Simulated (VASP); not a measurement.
Write the native input for VASP 6.6.1 that does the following.

| Property | Result |
| --- | --- |
| Task | electric field gradients |
| Functional | PBEsol |
| Potentials or basis | VASP PAW PBE potentials, release 64 (W_sv, C) |
| Cutoff | 520 eV |
| k mesh | 13 × 13 × 12 |
| Occupations | fermi-dirac, width 0.05 eV |
| Spin | no spin polarisation |
| Dipole correction | no |
| Further INCAR settings | ALGO = Normal; EDIFF = 1e-08; NBANDS = 16 |

The structure of WC lies in POSCAR:

```
WC
1.0
    2.8613006652      0.0000000000      0.0000000000
   -1.4306503326      2.4779590640      0.0000000000
    0.0000000000      0.0000000000      2.7907655833
W C
1 1
Direct
    0.0000000000      0.0000000000      0.0000000000
    0.6666666667      0.3333333333      0.5000000000
```

The input as run:

INCAR

```
ALGO     = Normal         # electronic algorithm
EDIFF    = 1E-8           # SCF threshold, eV
ENCUT    = 520            # plane-wave cutoff, eV
GGA      = PS             # functional
ISIF     = 2              # what is computed and relaxed
ISMEAR   = -1             # smearing method
LASPH    = T              # aspherical terms in the spheres
LCHARG   = F              # write CHGCAR
LEFG     = T            
LREAL    = F              # projectors in reciprocal space
LWAVE    = F              # write WAVECAR
NBANDS   = 16             # bands
NELM     = 60             # most SCF steps
PREC     = Accurate       # precision mode
SIGMA    = 0.05           # smearing width, eV
```

KPOINTS

```
k-points
0
Gamma
  13 13 12
```

Potentials or basis: VASP PAW PBE potentials, release 64 (W_sv, C).

Launch:

```bash
$ cat potpaw_PBE.64/W_sv/POTCAR potpaw_PBE.64/C/POTCAR > POTCAR
$ mpirun -np 1 vasp_std > vasp.out
```

Results of the run:

```json
{
 "Pressure": "18.8 GPa",
 "Band gap on the k mesh": "zero (bands 9 and 10 overlap by 1.34 eV)",
 "Largest electric field gradient by atom": "W -164.7; C +0.4 V/Å²"
}
```

Caveat: the cell stands under pressure; without QUAD_EFG the Cq values of the log hold for a quadrupole moment of 1 mb, not for the nuclei; the PAW data sets were made with another functional, which shifts forces and pressure a little; spin-orbit coupling is left out, which moves the levels of the heavy elements.

Run time: 47 s on 1 thread of Intel Xeon 8259CL, on a shared host, peak memory 0.18 GiB.
